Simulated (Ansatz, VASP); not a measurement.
**One calculation of C, two programs**

Contents of INCAR:

```
SYSTEM = C
PREC = Accurate ; ENCUT = 600
EDIFF = 1E-6 ; ISMEAR = 0
SIGMA = 0.01 ; LREAL = .FALSE.
LASPH = .TRUE. ; NELM = 120
ALGO = Normal ; ISIF = 2
LWAVE = .FALSE. ; LCHARG = .FALSE.
GGA = PS ; NBANDS = 11
GGA_COMPAT = .FALSE.
```

The input KPOINTS:

```
Automatic mesh
0
G
  10 10 10
  0 0 0
```

The input POSCAR:

```
C
1.0
    0.0000000000      1.7946008943      1.7722606641
    1.7946008943      0.0000000000      1.7722606641
    1.7946008943      1.7946008943      0.0000000000
C
2
Direct
    0.0000000000      0.0000000000      0.0000000000
    0.2500000000      0.2500000000      0.2500000000
```

Input for Ansatz:

```yaml
crystal:
  lattice:
    - [0.0, 1.7946008943, 1.7722606641]
    - [1.7946008943, 0.0, 1.7722606641]
    - [1.7946008943, 1.7946008943, 0.0]
  atoms:
    - { symbol: C, position: [0.0, 0.0, 0.0] }
    - { symbol: C, position: [0.25, 0.25, 0.25] }
basis:
  ecutwfc: 600.0
kpoints:
  mp_grid: { grid: [10, 10, 10] }
  band_path:
    path:
      - [0.0, 0.0, 0.0]
      - [0.0, 0.0, 0.0]
      - [0.0, 0.0, 0.0]
      - [0.0, 0.0, 0.0]
      - [0.0, 0.0, 0.0]
      - [0.0, 0.0, 0.0]
      - [0.0, 0.0, 0.0]
      - [0.0, 0.0, 0.0]
      - [0.0, 0.0, 0.0]
      - [0.0, 0.0, 0.0]
      - [0.0, 0.0, 0.0]
      - [0.0, 0.0, 0.0]
      - [0.0, 0.0, 0.0]
      - [0.0, 0.0, 0.0]
      - [0.0, 0.0, 0.0]
      - [0.0, 0.0, 0.0]
      - [0.0, 0.0, 0.0]
      - [0.0, 0.0, 0.0]
      - [0.0, 0.0, 0.0]
      - [0.0, 0.0, 0.0]
      - [0.0, 0.0, 0.0]
      - [0.0, 0.0, 0.0]
      - [0.0, 0.0, 0.0]
      - [0.0, 0.0, 0.0]
      - [0.0, 0.0, 0.0]
      - [0.0, 0.0, 0.0]
      - [0.3, 0.3, 0.0]
      - [0.3166666667, 0.3166666667, 0.0]
      - [0.3333333333, 0.3333333333, 0.0]
      - [0.35, 0.35, 0.0]
      - [0.3666666667, 0.3666666667, 0.0]
      - [0.3833333333, 0.3833333333, 0.0]
      - [0.4, 0.4, 0.0]
      - [0.4166666667, 0.4166666667, 0.0]
      - [0.4333333333, 0.4333333333, 0.0]
      - [0.45, 0.45, 0.0]
      - [0.4666666667, 0.4666666667, 0.0]
      - [0.4833333333, 0.4833333333, 0.0]
      - [0.5, 0.5, 0.0]
      - [0.0, 0.3, 0.3]
      - [0.0, 0.3166666667, 0.3166666667]
      - [0.0, 0.3333333333, 0.3333333333]
      - [0.0, 0.35, 0.35]
      - [0.0, 0.3666666667, 0.3666666667]
      - [0.0, 0.3833333333, 0.3833333333]
      - [0.0, 0.4, 0.4]
      - [0.0, 0.4166666667, 0.4166666667]
      - [0.0, 0.4333333333, 0.4333333333]
      - [0.0, 0.45, 0.45]
      - [0.0, 0.4666666667, 0.4666666667]
      - [0.0, 0.4833333333, 0.4833333333]
      - [0.0, 0.5, 0.5]
      - [0.5, 0.5, 0.5]
      - [0.5, 0.5, 0.5]
      - [0.5, 0.5, 0.5]
      - [0.5, 0.5, 0.5]
      - [0.5, 0.5, 0.5]
      - [0.5, 0.5, 0.5]
      - [0.5, 0.5, 0.5]
      - [0.5, 0.5, 0.5]
      - [0.5, 0.5, 0.5]
      - [0.5, 0.5, 0.5]
      - [0.5, 0.5, 0.5]
      - [0.5, 0.5, 0.5]
      - [0.5, 0.5, 0.5]
      - [0.0, 0.0, 0.5]
      - [0.0, 0.0, 0.5]
      - [0.0, 0.0, 0.5]
      - [0.0, 0.0, 0.5]
      - [0.0, 0.0, 0.5]
      - [0.0, 0.0, 0.5]
      - [0.0, 0.0, 0.5]
      - [0.0, 0.0, 0.5]
      - [0.0, 0.0, 0.5]
      - [0.0, 0.0, 0.5]
      - [0.0, 0.0, 0.5]
      - [0.0, 0.0, 0.5]
      - [0.0, 0.0, 0.5]
    npoints: 1
hamiltonian:
  xc: pbesol
  pseudopotentials: { kind: paw, azcp: { folder: soft_1 } }
scf:
  occupations: { method: fixed }
  n_extra_bands: 5
output:
  eigenvalues: true
```

Alike in both runs: task single point; functional PBEsol; k mesh 10 × 10 × 10; no spin polarisation.

|  | VASP | Ansatz |
| --- | --- | --- |
| version | VASP 6.6.1 | Ansatz 0.2.0 |
| potentials or method | VASP PAW PBE potentials, release 64 (C), cutoff 600 eV | scalar-relativistic, plane waves, PAW |
| occupations | gaussian, width 0.01 eV | fixed |
| valence electrons in the cell | 8 | 8 |

|  | VASP | Ansatz | Ansatz less VASP |
| --- | --- | --- | --- |
| gap on the k mesh at the Fermi level (eV) | 3.70 | 3.71 | +0.009 |
| least direct gap on the mesh (eV) | 5.30 | 5.30 | +0.001 |

VASP's potentials were made for PBE, not for PBEsol, and Ansatz warns of the same on its side.
